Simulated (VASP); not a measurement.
Here is a VASP 6.6.1 calculation.

Contents of INCAR:

```
SYSTEM = ScTeAs3
ALGO = Normal
EDIFF = 1E-6
ENCUT = 520
GGA = PE
ISIF = 2
ISMEAR = 0
LASPH = .True.
LCHARG = .False.
LREAL = .False.
LWAVE = .False.
NBANDS = 24
NELM = 80
PREC = Accurate
SIGMA = 0.1
```

Contents of KPOINTS:

```
k-points
0
Gamma
  6 6 2
  0 0 0
```

POSCAR

```
ScTeAs3
1.0
    4.3318571000      0.0000000000      0.0000000000
   -2.1659285500      3.7514982900      0.0000000000
    0.0000000000      0.0000000000      8.6835075800
Sc Te As
1 1 3
Direct
    0.0000000000      0.0000000000      0.5000000000
    0.0000000000      0.0000000000      0.0000000000
    0.5000000000      0.0000000000      0.0000000000
    0.0000000000      0.5000000000      0.0000000000
    0.5000000000      0.5000000000      0.0000000000
```

Potentials or basis: VASP PAW PBE potentials, release 64 (Sc_sv, Te, As).

The run is started by

```bash
$ cat potpaw_PBE.64/Sc_sv/POTCAR potpaw_PBE.64/Te/POTCAR potpaw_PBE.64/As/POTCAR > POTCAR
$ mpirun -np 1 vasp_std > vasp.out
```

Task: What does it give for the band gap on the k mesh?

Result: Zero (bands 16 and 17 overlap by 0.92 eV).

Task: Estimate the pressure.

Result: 82.5 GPa.

Stress tensor (GPa, compression positive):
```
125.18   0.00   0.00
  0.00 125.18   0.00
  0.00   0.00  -2.99
```

Caveat: the k points lie up to 0.36 Å⁻¹ apart, too coarse for converged energies and pressures of a metal; spin-orbit coupling is left out, which moves the levels of the heavy elements.
